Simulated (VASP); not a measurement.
Write the native input for VASP 6.6.1 that does the following.

- Task: single point
- Functional: LDA
- Potentials or basis: VASP PAW LDA potentials, release 64 (Li_sv, Pb_d)
- Cutoff: 750 eV
- k mesh: 6 × 6 × 6
- Occupations: fermi-dirac, width 0.1 eV
- Spin: no spin polarisation
- Dipole correction: no
- Further INCAR settings: ALGO = Normal; EDIFF = 1e-06; NBANDS = 20

The structure of Li3Pb lies in POSCAR:

```
Li3Pb
1.0
    0.0000000000      3.3435000000      3.3435000000
    3.3435000000      0.0000000000      3.3435000000
    3.3435000000      3.3435000000      0.0000000000
Li Pb
3 1
Direct
    0.5000000000      0.5000000000      0.5000000000
    0.2500000000      0.2500000000      0.2500000000
    0.7500000000      0.7500000000      0.7500000000
    0.0000000000      0.0000000000      0.0000000000
```

These files were run (other wordings do the same):

INCAR

```
ALGO = Normal
EDIFF = 1E-6
ENCUT = 750
GGA_COMPAT = F
ISIF = 2
ISMEAR = -1
LASPH = T
LCHARG = T
LELF = T
LREAL = F
LVHAR = T
LWAVE = F
NBANDS = 20
NELM = 120
PREC = Accurate
SIGMA = 0.1
```

KPOINTS

```
k-points
0
Gamma
  6 6 6
```

Potentials or basis: VASP PAW LDA potentials, release 64 (Li_sv, Pb_d).

The run is started by

```console
$ cat potpaw_LDA.64/Li_sv/POTCAR potpaw_LDA.64/Pb_d/POTCAR > POTCAR
$ mpirun -np 1 vasp_std > vasp.out
```

Results of the run:

```json
{
  "Pressure": "-2.3 GPa",
  "Band gap on the k mesh": "zero (an odd number of electrons rules out a gap without spin polarisation)"
}
```

Caveat: spin-orbit coupling is left out, which moves the levels of the heavy elements.

Wall time 18 s on 1 thread of Intel(R) Xeon(R) 6975P-C (Granite Rapids), on a shared host, peak memory 0.22 GiB.
